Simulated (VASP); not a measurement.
Runs of VASP 6.6.1 on Ba. The structure is that of space group Pm-3m (No. 221), or close to it. The cells are those of the table. 

```tsv
task	cell	k mesh	gap on the mesh (eV)	pressure (GPa)
single point	a = 4.228 Å, 1 atom	9 × 9 × 9	-	(a)
single point	a = 4.177 Å, 1 atom	9 × 9 × 9	-	-0.3
single point	a = 3.902 Å, 1 atom	9 × 9 × 9	-	1.2
single point	a = 3.960 Å, 1 atom	9 × 9 × 9	-	(b)
single point	a = 4.072 Å, 1 atom	8 × 8 × 8	none	0.1
single point	a = 4.072 Å, 1 atom	9 × 9 × 9	0.07	0.1
relaxation of cell and atoms	relaxed from a = 4.072 Å, 1 atom	8 × 8 × 8	none	0.0
```

Alike in all rows: level BLYP; potentials or basis VASP PAW PBE potentials, release 64 (Ba_sv); no spin polarisation; cutoff (eV) 500; smearing fermi-dirac 0.1 eV.

Problem. Estimate the missing entries.

Solution. (a) -0.4; (b) 0.7.

Caveats: the PAW data sets were made with another functional, which shifts forces and pressure a little; spin-orbit coupling is left out, which moves the levels of the heavy elements.

A k mesh can miss the band edges, and the runs leave out spin-orbit coupling on Ba.

A gap of «none» marks levels without a gap at the run's occupations.
